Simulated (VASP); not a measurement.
# ScPtC2N2 (P-1) in VASP: single point with PBE

Aim: the single point of ScPtC2N2 with PBE.

Everything below comes from runs of VASP 6.6.1. Logs are shortened: lines on timing, memory, paths and dates and some standing lists are left out, and cuts for length are marked.

## Step 1: The cell of the first run

The typed cell holds 6 atoms: a = 3.484 Å, b = 3.633 Å, c = 9.081 Å, α = 98.34°, β = 90.51°, γ = 112.76°.

## Step 2: Single point, PBE, collinear spin

File INCAR:

```
ALGO = Normal
EDIFF = 1E-6
ENCUT = 520
GGA = PE
ISIF = 2
ISMEAR = 0
ISPIN = 2
LASPH = True
LCHARG = False
LMAXMIX = 4
LORBIT = 11
LREAL = False
LWAVE = False
MAGMOM = 0 1 0 0 0 0
NBANDS = 32
NELM = 150
PREC = Accurate
SIGMA = 0.1
```

File KPOINTS:

```
k-points
0
Gamma
  6 6 2
```

File POSCAR:

```
ScPtC2N2
1.0
    3.4839544800      0.0000000000      0.0000000000
   -1.4055006700      3.3500522600      0.0000000000
   -0.0809175400     -1.4629589700      8.9616538200
Sc Pt C N
1 1 2 2
Direct
    0.0000000000      0.0000000000      0.0000000000
    0.5000000000      0.5000000000      0.5000000000
    0.8055582300      0.8055582300      0.1944417700
    0.1944417700      0.1944417700      0.8055582300
    0.6930474100      0.6930474100      0.3069525900
    0.3069525900      0.3069525900      0.6930474100
```

Potentials or basis: VASP PAW PBE potentials, release 64 (Sc_sv, Pt, C, N).

Run with:

```
cat potpaw_PBE.64/Sc_sv/POTCAR potpaw_PBE.64/Pt/POTCAR potpaw_PBE.64/C/POTCAR potpaw_PBE.64/N/POTCAR > POTCAR
mpirun -np 1 vasp_std > vasp.out
```

OUTCAR:

```text
EDIFF = 1E-6
   ENCUT = 520
   GGA = PE
   ISIF = 2
   ISMEAR = 0
   ISPIN = 2
   LASPH = True
   LORBIT = 11
   LREAL = False
   NELM = 150
   PREC = Accurate

 ion  position               nearest neighbor table
   1  0.000  0.000  0.000-   3 2.02   4 2.02
   2  0.500  0.500  0.500-   5 2.01   6 2.01
   3  0.806  0.806  0.194-   5 1.17   1 2.02
   4  0.194  0.194  0.806-   6 1.17   1 2.02
   5  0.693  0.693  0.307-   3 1.17   2 2.01
   6  0.307  0.307  0.693-   4 1.17   2 2.01

  LATTYP: Found a triclinic cell.
 ALAT       =     3.9424383806
 B/A-ratio  =     0.8837054999
 C/A-ratio  =     2.3033056798
 COS(alpha) =     0.0089109946
 COS(beta)  =     0.1415975218
 COS(gamma) =     0.5272000750

  Lattice vectors:

 A1 = (   2.0784538100,   3.3500522600,   0.0000000000)
 A2 = (   3.4839544800,   0.0000000000,   0.0000000000)
 A3 = (   0.0809175400,   1.4629589700,  -8.9616538200)

Analysis of symmetry for initial positions (statically):
=====================================================================
 Subroutine PRICEL returns:
 Original cell was already a primitive cell.

 Routine SETGRP: Setting up the symmetry group for a
 triclinic supercell.

 Subroutine GETGRP returns: Found  2 space group operations
 (whereof  2 operations were pure point group operations)
 out of a pool of  2 trial point group operations.

The static configuration has the point symmetry S_2 .

Analysis of symmetry for dynamics (positions and initial velocities):
=====================================================================
 Subroutine PRICEL returns:
 Original cell was already a primitive cell.

 Routine SETGRP: Setting up the symmetry group for a
 triclinic supercell.

 Subroutine GETGRP returns: Found  2 space group operations
 (whereof  2 operations were pure point group operations)
 out of a pool of  2 trial point group operations.

The dynamic configuration has the point symmetry S_2 .

Analysis of structural, dynamic, and magnetic symmetry:
=====================================================================
 Subroutine PRICEL returns:
 Original cell was already a primitive cell.

 Routine SETGRP: Setting up the symmetry group for a
 triclinic supercell.

 Subroutine GETGRP returns: Found  2 space group operations
 (whereof  2 operations were pure point group operations)
 out of a pool of  2 trial point group operations.

The overall configuration has the point symmetry S_2 .

 Subroutine INISYM returns: Found  2 space group operations
 (whereof  2 operations are pure point group operations),
 and found     1 'primitive' translations

----------------------------------------------------------------------------------------

                                     Primitive cell

  volume of cell :     104.5953

  direct lattice vectors                    reciprocal lattice vectors
     3.483954480  0.000000000  0.000000000     0.287030157  0.120422324  0.022250211
    -1.405500670  3.350052260  0.000000000     0.000000000  0.298502806  0.048729550
    -0.080917540 -1.462958970  8.961653820     0.000000000  0.000000000  0.111586546

  length of vectors
     3.483954480  3.632944024  9.080640714     0.312062364  0.302454119  0.111586546

  position of ions in fractional coordinates (direct lattice)
     0.000000000  0.000000000  0.000000000
     0.500000000  0.500000000  0.500000000
     0.805558230  0.805558230  0.194441770
     0.194441770  0.194441770  0.805558230
     0.693047410  0.693047410  0.306952590
     0.306952590  0.306952590  0.693047410

  ion indices of the primitive-cell ions
   primitive index   ion index
                 1           1
                 2           2
                 3           3
                 4           4
                 5           5
                 6           6

----------------------------------------------------------------------------------------

 KPOINTS: k-points

Automatic generation of k-mesh.
 Grid dimensions read from file:
 generate k-points for:    6    6    2

 Generating k-lattice:

  Cartesian coordinates                     Fractional coordinates (reciprocal lattice)
     0.047838359  0.020070387  0.003708369     0.166666667  0.000000000  0.000000000
     0.000000000  0.049750468  0.008121592     0.000000000  0.166666667  0.000000000
     0.000000000  0.000000000  0.055793273     0.000000000  0.000000000  0.500000000

  Length of vectors
     0.052010394  0.050409020  0.055793273

  Shift w.r.t. Gamma in fractional coordinates (k-lattice)
     0.000000000  0.000000000  0.000000000

 Subroutine IBZKPT returns following result:
 ===========================================

 Found     40 irreducible k-points:

 Following reciprocal coordinates:
            Coordinates               Weight
  0.000000  0.000000  0.000000      1.000000
  0.166667  0.000000  0.000000      2.000000
  0.333333  0.000000  0.000000      2.000000
  0.500000  0.000000  0.000000      1.000000
  0.000000  0.166667 -0.000000      2.000000
  0.166667  0.166667  0.000000      2.000000
[... 16 lines left out ...]
  0.333333  0.000000  0.500000      2.000000
  0.500000  0.000000  0.500000      1.000000
 [... further k-points ...]
   k-points           NKPTS =     40   k-points in BZ     NKDIM =     40   number of bands    NBANDS=     32
   number of dos      NEDOS =    301   number of ions     NIONS =      6
   total plane-waves  NPLWV =  54880
   dimension x,y,z NGX =    28 NGY =   28 NGZ =   70
   dimension x,y,z NGXF=    56 NGYF=   56 NGZF=  140
   ions per type =               1   1   2   2
   NGX,Y,Z   is equivalent  to a cutoff of  13.36, 12.81, 12.82 a.u.
   NGXF,Y,Z  is equivalent  to a cutoff of  26.72, 25.63, 25.63 a.u.
 SYSTEM =  unknown system
   PREC   = accura    normal or accurate (medium, high low for compatibility)
   ISTART =      0    job   : 0-new  1-cont  2-samecut
   ICHARG =      2    charge: 1-file 2-atom 10-const
   ISPIN  =      2    spin polarized calculation?
   LNONCOLLINEAR =      F non collinear calculations
   LSORBIT =      F    spin-orbit coupling
   LASPH  =      T    aspherical Exc in radial PAW
   ENCUT  =  520.0 eV  38.22 Ry    6.18 a.u.   6.48  6.75 16.88*2*pi/ulx,y,z
   NELM   =    150;   NELMIN=  2; NELMDL= -5     # of ELM steps
   EDIFF  = 0.1E-05   stopping-criterion for ELM
   LREAL  =      F    real-space projection
   EDIFFG = 0.1E-04   stopping-criterion for IOM
   NSW    =      0    number of steps for IOM
   IBRION =     -1    ionic relax: 0-MD 1-quasi-New 2-CG
   NFREE  =      0    steps in history (QN), initial steepest desc. (CG)
   ISIF   =      2    stress and relaxation
   ISYM   =      2    0-nonsym 1-usesym 2-fastsym
   POTIM  = 0.5000    time-step for ionic-motion
   TEBEG  =    0.0;   TEEND  =   0.0 temperature during run
   PSTRESS=    0.0 pullay stress
   NELECT =      39.0000    total number of electrons
   NUPDOWN=      -1.0000    fix difference up-down
   EMIN   =  10.00;   EMAX   =-10.00  energy-range for DOS
   EFERMI =   0.00;   METHOD = LEGACY
   ISMEAR =     0;   SIGMA  =   0.10  broadening in eV -4-tet -1-fermi 0-gaus
   EFERMI_NEDOS =   21; number of points for ismear=-14 and -15
   IALGO  =     38    algorithm
   IMIX   =      4    mixing-type and parameters
     AMIX     =   0.40;   BMIX     =  1.00
     AMIX_MAG =   1.60;   BMIX_MAG =  1.00
  volume/ion in A,a.u.               =      17.43       117.64
  Fermi-wavevector in a.u.,A,eV,Ry     =   1.178308  2.226680 18.890473  1.388411
  Thomas-Fermi vector in A             =   2.314640
   LORBIT       =     11    0 simple, 1 ext, 2 COOP (PROOUT), +10 PAW based schemes
   GGA     = PE    functional components
   LHFCALC =     F    Hartree Fock is set to
   AEXX    =    0.0000 exact exchange contribution
   IVDW    =     0    specifies the selected vdW correction
   LEPSILON=     F    determine dielectric tensor
   LRPA    =     F    only Hartree local field effects (RPA)
 spin polarized calculation
 Gauss-broadening in eV      SIGMA  =   0.10
  energy-cutoff  :      520.00
  volume of cell :      104.60
 maximum number of plane-waves:      2834
 NGX is ok and might be reduce to    28
   NGX = 13   NGY = 13   NGZ = 33

 number of electron      39.0000001 magnetization       0.1511101

 number of electron      39.0000000 magnetization      -0.0537428

 Free energy of the ion-electron system (eV)
  ---------------------------------------------------
  ext. energy  EPLUGINS =         0.00000000
  ---------------------------------------------------
  free energy    TOTEN  =       -43.71691992 eV

  energy without entropy =      -43.69752428  energy(sigma->0) =      -43.70722210

 E-fermi :   2.4939     XC(G=0):  -9.1991

 val. band max:        2.4920032119   @ k =   0.0000   0.5000   0.5000
 cond. band min:       2.5030292751   @ k =   0.3333   0.5000   0.5000
 fundamental gap:      0.0110260632
 Fermi energy:         2.4938582994

 spin component 1

 k-point     1 :       0.0000    0.0000    0.0000
  band No.  band energies     occupation
      1     -47.3916      1.00000
      2     -26.2091      1.00000
      3     -26.0228      1.00000
      4     -25.9183      1.00000
      5     -16.3991      1.00000
      6     -16.2768      1.00000
[... 23 lines left out ...]
     30       8.6649      0.00000
     31      10.6440      0.00000

 k-point     2 :       0.1667    0.0000    0.0000
  band No.  band energies     occupation
      1     -47.3890      1.00000
      2     -26.2122      1.00000
      3     -26.0446      1.00000
      4     -25.9208      1.00000
      5     -16.3580      1.00000
      6     -16.2472      1.00000
[... 740 lines left out ...]
 k-point    24 :       0.5000    0.0000    0.5000
  band No.  band energies     occupation
      1     -47.3814      1.00000
      2     -26.2304      1.00000
      3     -26.1068      1.00000
      4     -25.9215      1.00000
      5     -16.2406      1.00000
      6     -16.1463      1.00000
[... 23 lines left out ...]
     30       8.4540      0.00000
     31       9.0944      0.00000

 [... further k-points ...]

 spin component 2

 k-point     1 :       0.0000    0.0000    0.0000
  band No.  band energies     occupation
      1     -47.3958      1.00000
      2     -26.2113      1.00000
      3     -26.0304      1.00000
      4     -25.9216      1.00000
      5     -16.4005      1.00000
      6     -16.2781      1.00000
[... 23 lines left out ...]
     30       8.6613      0.00000
     31      10.6349      0.00000

 k-point     2 :       0.1667    0.0000    0.0000
  band No.  band energies     occupation
      1     -47.3933      1.00000
      2     -26.2146      1.00000
      3     -26.0522      1.00000
      4     -25.9239      1.00000
      5     -16.3594      1.00000
      6     -16.2485      1.00000
[... 740 lines left out ...]
 k-point    24 :       0.5000    0.0000    0.5000
  band No.  band energies     occupation
      1     -47.3857      1.00000
      2     -26.2340      1.00000
      3     -26.1136      1.00000
      4     -25.9244      1.00000
      5     -16.2420      1.00000
      6     -16.1476      1.00000
[... 23 lines left out ...]
     30       8.4477      0.00000
     31       9.0823      0.00000

 [... further k-points ...]

 [bands above 31 left out]

------------------------ aborting loop because EDIFF is reached ----------------------------------------

  FORCE on cell =-STRESS in cart. coord.  units (eV):
  Direction    XX          YY          ZZ          XY          YZ          ZX
  --------------------------------------------------------------------------------------
  -------------------------------------------------------------------------------------
  Total       -2.0771603     -0.0104522      7.1563542      0.6821428     -3.9537710     -1.7159271
  in kB      -31.8176707     -0.1601060    109.6201000     10.4489748    -60.5633476    -26.2843473
  external PRESSURE =      25.8807744 kB  Pullay stress =       0.0000000 kB

 VOLUME and BASIS-vectors are now :
 -----------------------------------------------------------------------------
  energy-cutoff  :      520.00
  volume of cell :      104.60
      direct lattice vectors                 reciprocal lattice vectors
     3.483954480  0.000000000  0.000000000     0.287030157  0.120422324  0.022250211
    -1.405500670  3.350052260  0.000000000     0.000000000  0.298502806  0.048729550
    -0.080917540 -1.462958970  8.961653820     0.000000000  0.000000000  0.111586546

 POSITION                                       TOTAL-FORCE (eV/Angst)
 -----------------------------------------------------------------------------------
      0.00000      0.00000      0.00000         0.000000      0.000000      0.000000
      0.99877      0.94355      4.48083         0.000000      0.000000      0.000000
      1.65858      2.41420      1.74252        -0.471799     -1.070043      0.714290
      0.33895     -0.52711      7.21913         0.471799      1.070043     -0.714290
      1.41563      1.87269      2.75080        -0.829411     -1.833133      3.226395
      0.58191      0.01441      6.21085         0.829411      1.833133     -3.226395
 -----------------------------------------------------------------------------------
    total drift:                                0.000000      0.000000      0.000000

  FREE ENERGIE OF THE ION-ELECTRON SYSTEM (eV)
  ---------------------------------------------------
  free  energy   TOTEN  =       -43.7169199235 eV

  energy  without entropy=      -43.6975242833  energy(sigma->0) =      -43.70722210

 total charge

# of ion       s       p       d       tot
------------------------------------------
    1        2.243   6.197   1.117   9.557
    2        0.610   0.354   8.057   9.021
    3        0.974   1.679   0.000   2.653
    4        0.974   1.679   0.000   2.653
    5        1.297   2.566   0.000   3.863
    6        1.297   2.566   0.000   3.863
--------------------------------------------------
tot          7.395  15.040   9.174  31.610

 magnetization (x)

# of ion       s       p       d       tot
------------------------------------------
    1       -0.001  -0.000  -0.005  -0.006
    2       -0.008  -0.000  -0.032  -0.040
    3       -0.000   0.000   0.000   0.000
    4       -0.000   0.000   0.000   0.000
    5       -0.000  -0.001   0.000  -0.001
    6       -0.000  -0.001   0.000  -0.001
--------------------------------------------------
tot         -0.009  -0.002  -0.037  -0.047
```

Run time: 13 min. Hardware: 1 thread of Intel Xeon 8259CL, shared host; peak memory 0.42 GiB.

Results:

```yaml
Free_energy: -43.7169 eV
Pressure: 2.6 GPa
Largest_force: 3.802 eV/Å
Net_moment: -0.05 μB per cell
Site_moments: Sc -0.01; Pt -0.04; C +0.00; N -0.00 μB
Valence_electrons_inside_the_program's_atomic_spheres: Sc 9.56; Pt 9.02; C 2.65; N 3.86
```

Forces in eV/Å, atoms in the order of the input:
```
Sc   0.000  0.000  0.000
Pt   0.000  0.000  0.000
C   -0.472 -1.070  0.714
C    0.472  1.070 -0.714
N   -0.829 -1.833  3.226
N    0.829  1.833 -3.226
```

Caveat: spin-orbit coupling is left out, which moves the levels of the heavy elements; forces of over 1 eV/Å act on the atoms, so gaps and moduli don't describe the material at rest.
